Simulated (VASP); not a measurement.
# Si63Mo (a cell with a defect) in VASP: single point with PBE

Aim: the single point of Si63Mo (a cell with a defect) with PBE.

Everything below comes from runs of VASP 6.6.1. Logs are shortened: lines on timing, memory, paths and dates and some standing lists are left out, and cuts for length are marked.

### 1 The cell of the first run

The cell holds a defect, 64 atoms: a = 10.161 Å, b = 10.690 Å, c = 14.247 Å, α = 108.32°, β = 92.88°, γ = 109.83°.

### 2 Single point, PBE, collinear spin

File INCAR:

```
  PREC = Accurate
  ENCUT = 520
  EDIFF = 1E-6
  ISMEAR = 0
  SIGMA = 0.05
  LREAL = Auto
  LASPH = T
  NELM = 150
  ALGO = Normal
  ISIF = 2
  LWAVE = F
  LCHARG = T
  ISPIN = 2
  MAGMOM = 1.08 0 0 0 0 0 0 0 0 0 0 0 0 0 0 0 0 0 0 0 0.2 0 0 0 0 0 0 0.2 0 0 0 0 0.2 0 0 0 0 0 0 0 0 0 0 0 0 0 0 0 0 0 0 0 0 0 0.2 0 0 0 0 0 0 0 0 0
  LORBIT = 11
  LMAXMIX = 4
  GGA = PE
  LELF = T
  LVHAR = T
  NBANDS = 175
  NELECT = 265.0
```

File KPOINTS:

```
regular mesh
0
Gamma
  1 1 1
```

File POSCAR:

```
Si63Mo
1.0
    6.6508880000      6.6508890000      3.8447710000
   -9.9763330000      3.3254440000      1.9223860000
    3.3254440000     -9.9763330000      9.6119280000
Mo Si
1 63
Direct
    0.1310462834      0.9743948654      0.9688325948
    0.3798302179      0.7052740086      0.7050109623
    0.1336711859      0.7079638383      0.2056303068
    0.6328528423      0.4538938142      0.4547453769
    0.8877102481      0.1997681581      0.2008151533
    0.3803345567      0.4506400449      0.9549836072
    0.6310289067      0.2049722144      0.7023961036
    0.1326545396      0.4542616422      0.4540439740
    0.3859005530      0.2018569108      0.2006675752
    0.1331059192      0.2047040030      0.7043758724
    0.8823557180      0.9534068425      0.4559310197
    0.6412356755      0.9538043034      0.9554549606
    0.8825701934      0.7051013929      0.7062532724
    0.3833663370      0.9549158939      0.4546155734
    0.6336995130      0.7014694944      0.2051818870
    0.8862554898      0.4568804402      0.9537463716
    0.1198352119      0.5539294356      0.0456529584
    0.3651661020      0.2915696855      0.7965178255
    0.6166036526      0.0455862620      0.5439000277
    0.1186605990      0.2953103802      0.2952143594
    0.3769553694      0.0434512925      0.0421996107
    0.1163194130      0.0452674013      0.5447948422
    0.8655277856      0.7925163998      0.2977287292
    0.6130512373      0.7943941665      0.7948217081
    0.8659645037      0.5452761914      0.5459933079
    0.3670869583      0.7958843416      0.2952100382
    0.6119835727      0.5383314055      0.0460521725
    0.1152402517      0.8031530631      0.8029812304
    0.3644820308      0.5456076068      0.5455349865
    0.8640097897      0.2995757955      0.7922265056
    0.6206898415      0.2950816365      0.2950459942
    0.8747719991      0.0398309300      0.0402497298
    0.0390346628      0.1494759243      0.9514089421
    0.2910808749      0.8840905816      0.7064552343
    0.5434654366      0.6332361618      0.4552350031
    0.0427987417      0.8861413856      0.2089529249
    0.2985367022      0.6341942524      0.9539687621
    0.0445417982      0.6342456698      0.4554989000
    0.7992348304      0.3809776275      0.2039587329
    0.5400691792      0.3832031127      0.7049594567
    0.7956628027      0.1333852816      0.4540196566
    0.2958724811      0.3825289770      0.2045533320
    0.5547163161      0.1333248438      0.9536061825
    0.0459068994      0.3859404767      0.7047309717
    0.2941978348      0.1337533732      0.4541704484
    0.7915336844      0.8823871439      0.7048955162
    0.5469145595      0.8827497218      0.2053364271
    0.7852057695      0.6275898012      0.9535470081
    0.2027397750      0.6188121854      0.7962131131
    0.4533192526      0.3658332957      0.5446176391
    0.7093958330      0.1143711736      0.2928201987
    0.2020423656      0.3723468364      0.0481021184
    0.4570989224      0.1137256493      0.7943914564
    0.2083121597      0.1167992032      0.2935351773
    0.9468984654      0.8535556553      0.0473777857
    0.7031384387      0.8651163190      0.5452186871
    0.9566531902      0.6140930014      0.2947527611
    0.4630888938      0.8638903469      0.0438525574
    0.7014646160      0.6144399978      0.7937237192
    0.2049766776      0.8663601532      0.5454170323
    0.4542588289      0.6150324448      0.2950025329
    0.9554510880      0.3654650517      0.5443238168
    0.7106312604      0.3651475105      0.0445284901
    0.9483413267      0.1173575658      0.7898499532
```

Potentials or basis: VASP PAW PBE potentials, release 64 (Mo_sv, Si).

The run is started by

```bash
$ cat potpaw_PBE.64/Mo_sv/POTCAR potpaw_PBE.64/Si/POTCAR > POTCAR
$ mpirun -np 1 vasp_gam > vasp.out
```

OUTCAR:

```text
PREC = Accurate
   ENCUT = 520
   EDIFF = 1E-6
   ISMEAR = 0
   LREAL = Auto
   LASPH = T
   NELM = 150
   ISIF = 2
   ISPIN = 2
   LORBIT = 11
   GGA = PE
   NELECT = 265.0

 ion  position               nearest neighbor table
   1  0.131  0.974  0.969-  21 2.43  33 2.43  55 2.43  28 2.45  32 3.06
   2  0.380  0.705  0.705-  29 2.33  24 2.36  34 2.37  49 2.38
   3  0.134  0.708  0.206-  17 2.32  26 2.36  36 2.37  57 2.38
   4  0.633  0.454  0.455-  31 2.34  25 2.36  35 2.38  50 2.38
   5  0.888  0.200  0.201-  32 2.35  20 2.36  39 2.39  51 2.39
   6  0.380  0.451  0.955-  18 2.32  27 2.35  52 2.38  37 2.38
   7  0.631  0.205  0.702-  19 2.32  30 2.35  40 2.37  53 2.38
[... 22 lines left out ...]
  30  0.864  0.300  0.792-  16 2.33   7 2.35  44 2.37  64 2.37
  31  0.621  0.295  0.295-   4 2.34  39 2.38  51 2.39   9 2.39
  32  0.875  0.040  0.040-  12 2.34   5 2.35  33 2.36  55 2.37   1 3.06
  33  0.039  0.149  0.951-  64 2.31  52 2.31  32 2.36   1 2.43
  34  0.291  0.884  0.706-  60 2.34  53 2.34   2 2.37  28 2.40
  35  0.543  0.633  0.455-  61 2.34  56 2.34   4 2.38  29 2.38
  36  0.043  0.886  0.209-  55 2.33  54 2.34   3 2.37  23 2.38
  37  0.299  0.634  0.954-  49 2.34  58 2.34  17 2.37   6 2.38
  38  0.045  0.634  0.455-  57 2.33  60 2.35   8 2.38  25 2.39
[... 24 lines left out ...]
  63  0.711  0.365  0.045-  43 2.33  39 2.33  16 2.38  27 2.38
  64  0.948  0.117  0.790-  33 2.31  46 2.34  30 2.37  10 2.37

  LATTYP: Found a triclinic cell.
 ALAT       =    10.1612449887
 B/A-ratio  =     3.0241273988
 C/A-ratio  =     1.1803256044
 COS(alpha) =     0.0006103648
 COS(beta)  =     0.5449076326
 COS(gamma) =     0.7560318497

  Lattice vectors:

 A1 = (  -6.6508880000,  -6.6508890000,  -3.8447710000)
 A2 = ( -26.6035530000,  -0.0000010000, -15.3790840000)
 A3 = (   3.3254450000,  -9.9763330000,  -5.7671570000)

Analysis of symmetry for initial positions (statically):
=====================================================================
 Subroutine PRICEL returns:
 Original cell was already a primitive cell.

 Routine SETGRP: Setting up the symmetry group for a
 triclinic supercell.

 Subroutine GETGRP returns: Found  1 space group operations
 (whereof  1 operations were pure point group operations)
 out of a pool of  2 trial point group operations.

The static configuration has the point symmetry C_1 .

Analysis of symmetry for dynamics (positions and initial velocities):
=====================================================================
 Subroutine PRICEL returns:
 Original cell was already a primitive cell.

 Routine SETGRP: Setting up the symmetry group for a
 triclinic supercell.

 Subroutine GETGRP returns: Found  1 space group operations
 (whereof  1 operations were pure point group operations)
 out of a pool of  2 trial point group operations.

The dynamic configuration has the point symmetry C_1 .

Analysis of structural, dynamic, and magnetic symmetry:
=====================================================================
 Subroutine PRICEL returns:
 Original cell was already a primitive cell.

 Routine SETGRP: Setting up the symmetry group for a
 triclinic supercell.

 Subroutine GETGRP returns: Found  1 space group operations
 (whereof  1 operations were pure point group operations)
 out of a pool of  2 trial point group operations.

The overall configuration has the point symmetry C_1 .

 Subroutine INISYM returns: Found  1 space group operations
 (whereof  1 operations are pure point group operations),
 and found     1 'primitive' translations

----------------------------------------------------------------------------------------

[... 186 lines left out ...]
   ISPIN  =      2    spin polarized calculation?
   LNONCOLLINEAR =      F non collinear calculations
   LSORBIT =      F    spin-orbit coupling
   LASPH  =      T    aspherical Exc in radial PAW
   ENCUT  =  520.0 eV  38.22 Ry    6.18 a.u.  18.89 19.88 26.49*2*pi/ulx,y,z
   NELM   =    150;   NELMIN=  2; NELMDL= -5     # of ELM steps
   EDIFF  = 0.1E-05   stopping-criterion for ELM
   LREAL  =      T    real-space projection
   EDIFFG = 0.1E-04   stopping-criterion for IOM
   NSW    =      0    number of steps for IOM
   IBRION =     -1    ionic relax: 0-MD 1-quasi-New 2-CG
   NFREE  =      0    steps in history (QN), initial steepest desc. (CG)
   ISIF   =      2    stress and relaxation
   ISYM   =      2    0-nonsym 1-usesym 2-fastsym
   POTIM  = 0.5000    time-step for ionic-motion
   TEBEG  =    0.0;   TEEND  =   0.0 temperature during run
   PSTRESS=    0.0 pullay stress
   NELECT =     265.0000    total number of electrons
   NUPDOWN=      -1.0000    fix difference up-down
   EMIN   =  10.00;   EMAX   =-10.00  energy-range for DOS
   EFERMI =   0.00;   METHOD = LEGACY
   ISMEAR =     0;   SIGMA  =   0.05  broadening in eV -4-tet -1-fermi 0-gaus
   EFERMI_NEDOS =   21; number of points for ismear=-14 and -15
   IALGO  =     38    algorithm
   IMIX   =      4    mixing-type and parameters
     AMIX     =   0.40;   BMIX     =  1.00
     AMIX_MAG =   1.60;   BMIX_MAG =  1.00
  volume/ion in A,a.u.               =      21.26       143.46
  Fermi-wavevector in a.u.,A,eV,Ry     =   0.948965  1.793284 12.252516  0.900534
  Thomas-Fermi vector in A             =   2.077203
   LORBIT       =     11    0 simple, 1 ext, 2 COOP (PROOUT), +10 PAW based schemes
   GGA     = PE    functional components
   LHFCALC =     F    Hartree Fock is set to
   AEXX    =    0.0000 exact exchange contribution
   IVDW    =     0    specifies the selected vdW correction
   LEPSILON=     F    determine dielectric tensor
   LRPA    =     F    only Hartree local field effects (RPA)
 spin polarized calculation
 Gauss-broadening in eV      SIGMA  =   0.05
  energy-cutoff  :      520.00
  volume of cell :     1360.57
 maximum number of plane-waves:     18321
 NGX is ok and might be reduce to    80
   NGX = 37   NGY = 39   NGZ = 53

 number of electron     264.9999998 magnetization       0.1996279

 number of electron     264.9999998 magnetization      -1.4717986

 Free energy of the ion-electron system (eV)
  ---------------------------------------------------
  ext. energy  EPLUGINS =         0.00000000
  ---------------------------------------------------
  free energy    TOTEN  =      -347.46265250 eV

  energy without entropy =     -347.42436621  energy(sigma->0) =     -347.44350935

 E-fermi :   4.9676     XC(G=0):  -9.1083

 val. band max:        4.9425099591   @ k =   0.0000   0.0000   0.0000
 cond. band min:       4.9711569853   @ k =   0.0000   0.0000   0.0000
 fundamental gap:      0.0286470262
 Fermi energy:         4.9676433041

 spin component 1

 k-point     1 :       0.0000    0.0000    0.0000
  band No.  band energies     occupation
      1     -54.7488      1.00000
      2     -29.0247      1.00000
      3     -28.8317      1.00000
      4     -28.7340      1.00000
      5      -6.5366      1.00000
      6      -5.8856      1.00000
[... 136 lines left out ...]
    143       6.7653      0.00000
    144       6.8237      0.00000
 Fermi energy:         4.9676433041

 spin component 2

 k-point     1 :       0.0000    0.0000    0.0000
  band No.  band energies     occupation
      1     -55.4680      1.00000
      2     -29.7820      1.00000
      3     -29.6424      1.00000
      4     -29.5692      1.00000
      5      -6.5397      1.00000
      6      -5.8877      1.00000
[... 136 lines left out ...]
    143       6.7272      0.00000
    144       6.7945      0.00000
 [bands above 144 left out]

------------------------ aborting loop because EDIFF is reached ----------------------------------------

  FORCE on cell =-STRESS in cart. coord.  units (eV):
  Direction    XX          YY          ZZ          XY          YZ          ZX
  --------------------------------------------------------------------------------------
  -------------------------------------------------------------------------------------
  Total       -1.7104822      2.3264463     10.5541375     -7.8221519     -3.4967838     -3.4888270
  in kB       -2.0142311      2.7395786     12.4283503     -9.2112164     -4.1177457     -4.1083759
  external PRESSURE =       4.3845660 kB  Pullay stress =       0.0000000 kB

 VOLUME and BASIS-vectors are now :
 -----------------------------------------------------------------------------
  energy-cutoff  :      520.00
  volume of cell :     1360.57
      direct lattice vectors                 reciprocal lattice vectors
     6.650888000  6.650889000  3.844771000     0.037588962  0.075177924  0.065023377
    -9.976333000  3.325444000  1.922386000    -0.075177924  0.037588958  0.065023369
     3.325444000 -9.976333000  9.611928000     0.000000004 -0.037588961  0.065023374

 POSITION                                       TOTAL-FORCE (eV/Angst)
 -----------------------------------------------------------------------------------
     -5.62751     -5.55353     11.68936        -0.091517     -0.071111     -0.156130
     -2.16537     -2.16187      9.59268         0.001184     -0.039108     -0.024786
     -5.49004      1.19189      3.85142         0.027682     -0.037147     -0.002036
      1.19307      1.18174      7.67671        -0.061875     -0.060770      0.003296
      4.57891      4.56498      5.72729         0.014327     -0.000567      0.070827
      1.20957     -5.49909     11.50784        -0.010640      0.017588     -0.000176
[... 56 lines left out ...]
      1.23157      5.49638      3.86217         0.038410     -0.036457      0.029326
      7.76312     -1.18223     11.46374         0.051681     -0.021943     -0.042155
 -----------------------------------------------------------------------------------
    total drift:                               -0.008383     -0.000567     -0.001309

  FREE ENERGIE OF THE ION-ELECTRON SYSTEM (eV)
  ---------------------------------------------------
  free  energy   TOTEN  =      -347.4626525019 eV

  energy  without entropy=     -347.4243662063  energy(sigma->0) =     -347.44350935

 total charge

# of ion       s       p       d       tot
------------------------------------------
    1        2.363   6.083   4.073  12.519
    2        0.752   0.927   0.000   1.679
    3        0.752   0.930   0.000   1.682
    4        0.755   0.918   0.000   1.673
    5        0.750   0.918   0.000   1.668
    6        0.751   0.932   0.000   1.682
[... 56 lines left out ...]
   63        0.755   0.928   0.000   1.682
   64        0.759   0.926   0.000   1.685
--------------------------------------------------
tot         49.941  64.425   4.073 118.439

 magnetization (x)

# of ion       s       p       d       tot
------------------------------------------
    1       -0.018  -0.008  -1.110  -1.136
    2        0.000   0.002   0.000   0.003
    3        0.000  -0.000   0.000  -0.000
    4       -0.000   0.003   0.000   0.002
    5        0.000   0.002   0.000   0.002
    6       -0.000  -0.001   0.000  -0.001
[... 56 lines left out ...]
   63       -0.000  -0.000   0.000  -0.000
   64       -0.002  -0.008   0.000  -0.010
--------------------------------------------------
tot         -0.033   0.028  -1.110  -1.116
```

Run time: 23 min. Hardware: 1 thread of Intel Xeon Platinum 8259CL at 2.50GHz (Skylake/Cascade Lake), shared host; peak memory 1.7 GiB.

Results:

- Free energy: -347.4627 eV
- Largest force: 0.194 eV/Å
- Net moment: -1.47 μB per cell
- Site moments: Mo -1.14; Si +0.00, -0.00, -0.01, +0.02, +0.03 (each value once) μB
- Valence electrons inside the program's atomic spheres: Mo 12.52; Si 1.68, 1.67, 1.66, 1.71, 1.73, 1.69, 1.72 (each value once)

Forces on the atoms (eV/Å):
```
Mo  -0.092 -0.071 -0.156
Si   0.001 -0.039 -0.025
Si   0.028 -0.037 -0.002
Si  -0.062 -0.061  0.003
Si   0.014 -0.001  0.071
Si  -0.011  0.018  0.000
Si   0.008  0.007 -0.009
Si   0.001 -0.003  0.000
Si  -0.078 -0.062  0.019
Si  -0.002  0.012  0.011
Si  -0.035  0.016  0.005
Si   0.020  0.016 -0.060
Si  -0.071 -0.069 -0.086
Si  -0.005  0.006  0.019
Si  -0.009 -0.022  0.004
Si   0.004 -0.007  0.003
Si  -0.011 -0.006 -0.037
Si  -0.010  0.014 -0.005
Si   0.015  0.006  0.013
Si   0.009  0.005  0.007
Si   0.021  0.019  0.067
Si  -0.029  0.034 -0.001
Si   0.006 -0.010 -0.027
Si   0.001  0.031 -0.001
Si   0.027  0.022  0.003
Si   0.018 -0.002 -0.010
Si  -0.014  0.002  0.022
Si   0.030 -0.098  0.109
Si  -0.013  0.002 -0.013
Si  -0.007 -0.006  0.027
Si   0.059  0.050 -0.013
Si  -0.004  0.031  0.048
Si   0.025  0.017  0.013
Si  -0.048  0.158  0.029
Si  -0.004  0.016  0.014
Si   0.009  0.047  0.058
Si  -0.037  0.029 -0.015
Si  -0.003  0.012  0.011
Si   0.000 -0.001 -0.009
Si  -0.006  0.021 -0.018
Si  -0.029  0.034  0.006
Si  -0.008  0.000 -0.006
Si  -0.034  0.038 -0.024
Si  -0.045  0.032 -0.025
Si  -0.015  0.012  0.013
Si  -0.060  0.057  0.051
Si  -0.057  0.016  0.030
Si  -0.018  0.016 -0.072
Si   0.078 -0.017  0.013
Si   0.017  0.009 -0.004
Si  -0.006  0.003 -0.012
Si   0.048 -0.010  0.067
Si   0.036 -0.041  0.002
Si  -0.005 -0.006 -0.032
Si   0.032  0.043  0.014
Si   0.036 -0.035 -0.041
Si   0.031 -0.021 -0.013
Si   0.037 -0.047 -0.025
Si   0.044 -0.012  0.035
Si   0.043 -0.082 -0.032
Si   0.041 -0.028 -0.007
Si  -0.002  0.001  0.005
Si   0.038 -0.036  0.029
Si   0.052 -0.022 -0.042
```

Caveat: the k points lie up to 0.67 Å⁻¹ apart; the cell carries a net charge on a neutralising background, which shifts energy and pressure; the cell is charged against a uniform background, so pressure and absolute levels hang on convention.
